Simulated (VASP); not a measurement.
Here is a VASP 6.6.1 calculation.

File POSCAR:

```
ZrC
1.0
    0.0000000000      2.3402911600      2.3402911600
    2.3402911600      0.0000000000      2.3402911600
    2.3402911600      2.3402911600      0.0000000000
Zr C
1 1
Direct
    0.5000000000      0.5000000000      0.5000000000
    0.0000000000      0.0000000000      0.0000000000
```

The input INCAR.step1:

```
ALGO = Normal
EDIFF = 1E-4
ENCUT = 520
GGA = PE
ISMEAR = -1
LASPH = True
LCHARG = False
LREAL = False
LWAVE = True
NBANDS = 15
NELM = 80
PREC = Accurate
SIGMA = 0.1
```

The input INCAR.step2:

```
ALGO = Normal
EDIFF = 1E-6
ENCUT = 520
ISIF = 2
ISMEAR = -1
ISTART = 1
LASPH = True
LCHARG = False
LMIXTAU = True
LREAL = False
LWAVE = False
METAGGA = R2SCAN
NBANDS = 15
NELM = 80
PREC = Accurate
SIGMA = 0.1
```

File KPOINTS:

```
k-points
0
Gamma
  12 12 12
```

Potentials or basis: VASP PAW PBE potentials, release 64 (Zr_sv, C).

Run with:

```console
$ cat potpaw_PBE.64/Zr_sv/POTCAR potpaw_PBE.64/C/POTCAR > POTCAR
$ cp INCAR.step1 INCAR
$ mpirun -np 1 vasp_std > vasp.out
$ cp INCAR.step2 INCAR
$ mpirun -np 1 vasp_std > vasp.out
```

(1) Predict the pressure.

(2) Predict the band gap on the k mesh.

Results:

(1) 5.0 GPa.

(2) zero (band 8 reaches 10.72 eV, above the bottom of band 9 at 9.39 eV).

Caveat: the PAW data sets were made with another functional, which shifts forces and pressure a little.
